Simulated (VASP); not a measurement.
A run of VASP 6.6.1 is set up as follows.

INCAR

```
PREC = Accurate
ENCUT = 520
EDIFF = 1E-6
ISMEAR = 0
SIGMA = 0.05
LREAL = F
LASPH = T
NELM = 100
ALGO = Normal
ISIF = 2
LWAVE = F
LCHARG = F
GGA = PE
NBANDS = 16
```

File KPOINTS:

```
regular mesh
0
Gamma
  8 8 8
```

POSCAR

```
CdS
1.0
    0.0000000000      2.6772000000      2.6772000000
    2.6772000000      0.0000000000      2.6772000000
    2.6772000000      2.6772000000      0.0000000000
Cd S
1 1
Direct
    0.0000000000      0.0000000000      0.0000000000
    0.7500000000      0.7500000000      0.7500000000
```

Potentials or basis: VASP PAW PBE potentials, release 64 (Cd, S).

Run with:

```bash
$ cat potpaw_PBE.64/Cd/POTCAR potpaw_PBE.64/S/POTCAR > POTCAR
$ mpirun -np 1 vasp_std > vasp.out
```

What does it give for the band gap on the k mesh?

1.64 eV.

Estimate the pressure.

33.7 GPa.

Caveat: the cell differs from its parent crystal (strain -0.080 along x and y, -0.080 along z); the cell stands under pressure.
